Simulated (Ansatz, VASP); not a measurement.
**One calculation of Si2W, two programs**

File INCAR:

```
SYSTEM = Si2W
ALGO = Normal
EDIFF = 1E-6
ENCUT = 520
GGA = PE
ISIF = 2
ISMEAR = 0
LASPH = .TRUE.
LCHARG = .TRUE.
LELF = .TRUE.
LREAL = .FALSE.
LVHAR = .TRUE.
LWAVE = .FALSE.
NBANDS = 43
NELM = 100
PREC = Accurate
SIGMA = 0.03
```

The input KPOINTS:

```
k-points
0
G
  9 9 6
  0 0 0
```

POSCAR

```
Si2W
1.0
    4.7444861815      0.0000000000      0.0000000000
   -2.3722430908      4.1088455611      0.0000000000
    0.0000000000      0.0000000000      6.2873930878
Si W
6 3
Direct
    0.8676230516      0.7352461033      0.5000000000
    0.1323769484      0.8676230516      0.8333333333
    0.7352461033      0.8676230516      0.1666666667
    0.1323769484      0.2647538967      0.5000000000
    0.8676230516      0.1323769484      0.8333333333
    0.2647538967      0.1323769484      0.1666666667
    0.0000000000      0.5000000000      0.1666666667
    0.5000000000      0.5000000000      0.8333333333
    0.5000000000      0.0000000000      0.5000000000
```

Input for Ansatz:

```yaml
crystal:
  lattice:
    - [4.7444861815, 0.0, 0.0]
    - [-2.3722430908, 4.1088455611, 0.0]
    - [0.0, 0.0, 6.2873930878]
  atoms:
    - { symbol: Si, position: [0.8676230516, 0.7352461033, 0.5] }
    - { symbol: Si, position: [0.1323769484, 0.8676230516, 0.8333333333] }
    - { symbol: Si, position: [0.7352461033, 0.8676230516, 0.1666666667] }
    - { symbol: Si, position: [0.1323769484, 0.2647538967, 0.5] }
    - { symbol: Si, position: [0.8676230516, 0.1323769484, 0.8333333333] }
    - { symbol: Si, position: [0.2647538967, 0.1323769484, 0.1666666667] }
    - { symbol: W, position: [0.0, 0.5, 0.1666666667] }
    - { symbol: W, position: [0.5, 0.5, 0.8333333333] }
    - { symbol: W, position: [0.5, 0.0, 0.5] }
basis:
  ecutwfc: 420
kpoints:
  mp_grid: { grid: [9, 9, 6] }
hamiltonian:
  xc: pbe
  pseudopotentials: { kind: paw, azcp: { folder: soft_1 } }
scf:
  occupations: { method: gaussian, width: 0.03 }
output:
  forces: true
  stress: true
  eigenvalues: true
```

Alike in both runs: task single point; functional PBE; k mesh 9 × 9 × 6; occupations gaussian, width 0.03 eV; no spin polarisation.

|  | VASP | Ansatz |
| --- | --- | --- |
| version | VASP 6.6.1 | Ansatz 0.2.0 |
| potentials or method | VASP PAW PBE potentials, release 64 (Si, W_sv), cutoff 520 eV | scalar-relativistic, plane waves, PAW |
| valence electrons in the cell | 66 | 66 |

Ansatz gave:

| Quantity | Value |
| --- | --- |
| gap on the k mesh at the Fermi level (eV) | none |
| pressure (GPa) | 11.8 |
| traceless stress, the component that is largest in VASP (GPa) | 5.49 |
| rms of the force components (eV/Å) | 2.518 |

Problem. Estimate VASP's values.

Solution. gap on the k mesh at the Fermi level (eV): none; pressure (GPa): 11.7; traceless stress, the component that is largest in VASP (GPa): 5.45; rms of the force components (eV/Å): 2.504.

Atom by atom the forces differ by 0.013 eV/Å (rms over components). A gap of «none» marks a metal or a gap that the smearing closes.

Spin-orbit coupling is off throughout.
